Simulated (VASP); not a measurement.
# WC (P3m1) in VASP: further runs, part 2 of 2

VASP 6.6.1.

### 3 Single point, PBEsol (strained and its atoms moved)

Input file INCAR:

```
SYSTEM = WC
PREC = Accurate
ENCUT = 520
EDIFF = 1E-6
ISMEAR = 0
SIGMA = 0.1
LREAL = .False.
LASPH = .True.
NELM = 80
ALGO = Normal
ISIF = 2
LWAVE = .False.
LCHARG = .False.
GGA = PS
NBANDS = 16
```

Input file KPOINTS:

```
regular mesh
0
Gamma
  18 18 14
  0 0 0
```

Input file POSCAR:

```
WC
1.0
    2.9648345579      0.0000000000      0.0000000000
   -1.4824172789      2.5676220451      0.0000000000
    0.0000000000      0.0000000000      3.0614872200
W C
1 1
Direct
    0.0000000000      0.0000000000      0.0883704489
    0.6666666667      0.3333333333      0.4116295511
```

Potentials or basis: VASP PAW PBE potentials, release 64 (W_sv, C).

On the command line:

```bash
> cat potpaw_PBE.64/W_sv/POTCAR potpaw_PBE.64/C/POTCAR > POTCAR
> mpirun -np 1 vasp_std > vasp.out
```

OUTCAR:

```text
SYSTEM = WC
   PREC = Accurate
   ENCUT = 520
   EDIFF = 1E-6
   ISMEAR = 0
   LREAL = .False.
   LASPH = .True.
   NELM = 80
   ISIF = 2
   GGA = PS

 ion  position               nearest neighbor table
   1  0.000  0.000  0.088-   2 1.98   2 1.98   2 1.98   2 2.69   2 2.69   2 2.69
   2  0.667  0.333  0.412-   1 1.98   1 1.98   1 1.98   1 2.69   1 2.69   1 2.69

  LATTYP: Found a hexagonal cell.
 ALAT       =     2.9648345579
 C/A-ratio  =     1.0325996814

  Lattice vectors:

[... 645 lines left out ...]

  FORCE on cell =-STRESS in cart. coord.  units (eV):
  Direction    XX          YY          ZZ          XY          YZ          ZX
  --------------------------------------------------------------------------------------
  -------------------------------------------------------------------------------------
  Total        1.8751503      1.8751503     -1.3565447      0.0000000      0.0000000      0.0000000
  in kB      128.9088274    128.9088274    -93.2568393      0.0000000      0.0000000      0.0000000
  external PRESSURE =      54.8536052 kB  Pullay stress =       0.0000000 kB

 VOLUME and BASIS-vectors are now :
 -----------------------------------------------------------------------------
  energy-cutoff  :      520.00
  volume of cell :       23.31
      direct lattice vectors                 reciprocal lattice vectors
     2.964834558  0.000000000  0.000000000     0.337286948  0.194732710  0.000000000
    -1.482417279  2.567622045  0.000000000     0.000000000  0.389465421  0.000000000
     0.000000000  0.000000000  3.061487220     0.000000000  0.000000000  0.326638633

 POSITION                                       TOTAL-FORCE (eV/Angst)
 -----------------------------------------------------------------------------------
      0.00000      0.00000      0.27054         0.000000     -0.000000     -5.014930
      1.48242      0.85587      1.26020        -0.000000      0.000000      5.014930
 -----------------------------------------------------------------------------------
    total drift:                               -0.000000      0.000000      0.000325

  FREE ENERGIE OF THE ION-ELECTRON SYSTEM (eV)
  ---------------------------------------------------
  free  energy   TOTEN  =       -22.2053311675 eV

  energy  without entropy=      -22.2020707569  energy(sigma->0) =      -22.20370096
```

stdout:

```text
POSCAR found type information on POSCAR W C
 POSCAR found :  2 types and       2 ions
 scaLAPACK will be used
 -----------------------------------------------------------------------------
|                                                                             |
|                                                                             |
|     You enforced a specific xc type in the INCAR file but a different       |
|     I HOPE YOU KNOW WHAT YOU ARE DOING!                                     |
|                                                                             |
 -----------------------------------------------------------------------------

 LDA part: xc-table for (Slater+PW92), standard interpolation
 POSCAR, INCAR and KPOINTS ok, starting setup
 FFT: planning ... GRIDC
 FFT: planning ... GRID_SOFT
 FFT: planning ... GRID
 WAVECAR not read
 entering main loop
```

Run time: 40 s. Hardware: 1 thread of Intel Xeon 6975P-C (Granite Rapids), shared host; peak memory 0.27 GiB.

Results:

* Free energy: -22.2053 eV
* Pressure: 5.5 GPa
* Largest force: 5.015 eV/Å
* Band gap on the k mesh: zero (bands 9 and 10 overlap by 2.22 eV)

Forces in eV/Å, atoms in the order of the input:
```
W    0.000  0.000 -5.015
C    0.000  0.000  5.015
```

Caveat: the cell differs from its parent crystal (strained and its atoms moved); the cell stands under pressure; the PAW data sets were made with another functional, which shifts forces and pressure a little; spin-orbit coupling is left out, which moves the levels of the heavy elements.
